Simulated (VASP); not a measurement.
Crystal: LiF (Griceite).

```
F Li
1.0
     0.00000    1.97289    1.97289
     1.97289    0.00000    1.97289
     1.97289    1.97289    0.00000
F Li
1 1
Direct
  0.50000 0.50000 0.50000
  0.00000 0.00000 0.00000
```

Base run:

```yaml
Program: VASP 6.6.1
Functional: PBE
Potentials_or_basis: VASP PAW PBE potentials, release 64 (F, Li_sv)
Cutoff: 520 eV
k_mesh: 11 × 11 × 11
Occupations: fermi-dirac, width 0.05 eV
Spin: no spin polarisation
```

Its results: band gap on the k mesh 9.66 eV, direct.

Problem. The run is repeated on the same cell with these changes: functional from PBE to PBEsol. What comes out?

Solution. Band gap on the k mesh 9.48 eV, direct.

A k mesh can miss the band edges.
